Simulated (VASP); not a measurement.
Write the native input for VASP 6.6.1 that does the following.

* Task: single point
* Functional: PBE
* Potentials or basis: VASP PAW PBE potentials, release 64 (Mg, O)
* Cutoff: 520 eV
* k mesh: 6 × 6 × 4
* Occupations: gaussian, width 0.01 eV
* Spin: no spin polarisation
* Dipole correction: no
* Further INCAR settings: ALGO = Normal; EDIFF = 1e-06; NBANDS = 16

The structure of MgO lies in POSCAR:

```
MgO
1.0
    3.4840197800      0.0000000000      0.0000000000
   -1.7420098900      3.0172496368      0.0000000000
    0.0000000000      0.0000000000      4.1853204555
Mg O
2 2
Direct
    0.3333333333      0.6666666667      0.2500000000
    0.6666666667      0.3333333333      0.7500000000
    0.6666666667      0.3333333333      0.2500000000
    0.3333333333      0.6666666667      0.7500000000
```

The input as run:

INCAR

```
  PREC = Accurate
  ENCUT = 520
  EDIFF = 1E-6
  ISMEAR = 0
  SIGMA = 0.01
  LREAL = False
  LASPH = True
  NELM = 60
  ALGO = Normal
  ISIF = 2
  LWAVE = False
  LCHARG = False
  GGA = PE
  NBANDS = 16
```

KPOINTS

```
Automatic mesh
0
Gamma
  6 6 4
```

Potentials or basis: VASP PAW PBE potentials, release 64 (Mg, O).

Command:

```bash
$ cat potpaw_PBE.64/Mg/POTCAR potpaw_PBE.64/O/POTCAR > POTCAR
$ mpirun -np 1 vasp_std > vasp.out
```

Results of the run:

```json
{
  "Pressure": "4.0 GPa",
  "Band gap on the k mesh": "3.43 eV, direct"
}
```

Run time: 25 s on 1 thread of Intel(R) Xeon(R) Platinum 8259CL CPU @ 2.50GHz (Skylake/Cascade Lake), with other jobs on the host, peak memory 0.16 GiB.
